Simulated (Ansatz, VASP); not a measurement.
Ni in VASP and in Ansatz

INCAR

```
ALGO = Normal
EDIFF = 1E-6
ENCUT = 520
GGA = PE
ISIF = 2
ISMEAR = 0
ISPIN = 2
LASPH = True
LCHARG = False
LMAXMIX = 4
LORBIT = 11
LREAL = False
LWAVE = False
MAGMOM = 1.5
NBANDS = 15
NELM = 150
PREC = Accurate
SIGMA = 0.2
```

The input KPOINTS:

```
k-points
0
Gamma
  18 18 18
```

File POSCAR:

```
Ni
1.0
   -1.4009198426      1.4009198426      1.4009198426
    1.4009198426     -1.4009198426      1.4009198426
    1.4009198426      1.4009198426     -1.4009198426
Ni
1
Direct
    0.0000000000      0.0000000000      0.0000000000
```

Input for Ansatz:

```yaml
crystal:
  lattice:
    - [-1.4009198426, 1.4009198426, 1.4009198426]
    - [1.4009198426, -1.4009198426, 1.4009198426]
    - [1.4009198426, 1.4009198426, -1.4009198426]
  atoms:
    - { symbol: Ni, position: [0.0, 0.0, 0.0], spin: 1.5 }
magnetization:
  spin_polarized: true
kpoints:
  mp_grid: { grid: [18, 18, 18] }
scf:
  occupations: { method: gaussian, width: 0.2 }
hamiltonian:
  xc: pbe
  pseudopotentials: { kind: all_electron, lapw: { basis_error: 0.0005 } }
output:
  forces: true
  stress: true
  eigenvalues: true
```

Alike in both runs: task single point; functional PBE; k mesh 18 × 18 × 18; occupations gaussian, width 0.2 eV; collinear spin.

|  | VASP | Ansatz |
| --- | --- | --- |
| version | VASP 6.6.1 | Ansatz 0.2.0 |
| potentials or method | VASP PAW PBE potentials, release 64 (Ni), cutoff 520 eV | all-electron LAPW, scalar-relativistic |

|  | VASP | Ansatz | Ansatz less VASP |
| --- | --- | --- | --- |
| pressure (GPa) | 0.1 | 0.0 | -0.06 |
| net moment per atom (μB) | 0.56 | 0.56 | +0.008 |
| size of the moment on the site where the two differ most (μB) | 0.56 | 0.59 | +0.024 |

Site moments also hang on the region over which each program counts them. Ansatz ran all-electron here, and VASP with PAW potentials.
